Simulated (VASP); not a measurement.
Input of a VASP 6.6.1 run:

Contents of INCAR:

```
ALGO = Normal ; EDIFF = 1E-7
ENCUT = 520 ; GGA = PE
ISIF = 2 ; ISMEAR = 0
ISPIN = 2 ; LASPH = T
LCHARG = F ; LMAXMIX = 4
LORBIT = 11 ; LREAL = F
LWAVE = F ; MAGMOM = 4.64 4.64 0.15 0.15
NBANDS = 31 ; NELM = 150
PREC = Accurate ; SIGMA = 0.1
```

KPOINTS

```
k-points
0
Gamma
  9 9 5
```

The input POSCAR:

```
MnS
1.0
    3.8207747760      0.0000000000      0.0000000000
   -1.9103873880      3.3088880181      0.0000000000
    0.0000000000      0.0000000000      6.8519996497
Mn S
2 2
Direct
    0.3333333333      0.6666666667      0.0028901985
    0.6666666667      0.3333333333      0.5028901985
    0.3333333333      0.6666666667      0.3821098015
    0.6666666667      0.3333333333      0.8821098015
```

Potentials or basis: VASP PAW PBE potentials, release 64 (Mn_pv, S).

The run is started by

```console
$ cat potpaw_PBE.64/Mn_pv/POTCAR potpaw_PBE.64/S/POTCAR > POTCAR
$ mpirun -np 1 vasp_std > vasp.out
```

(1) What does it give for the pressure?

(2) Estimate the net moment.

## Answers

(1) 3.1 GPa.

(2) 9.83 μB per cell.

Caveat: the cell stands under pressure.
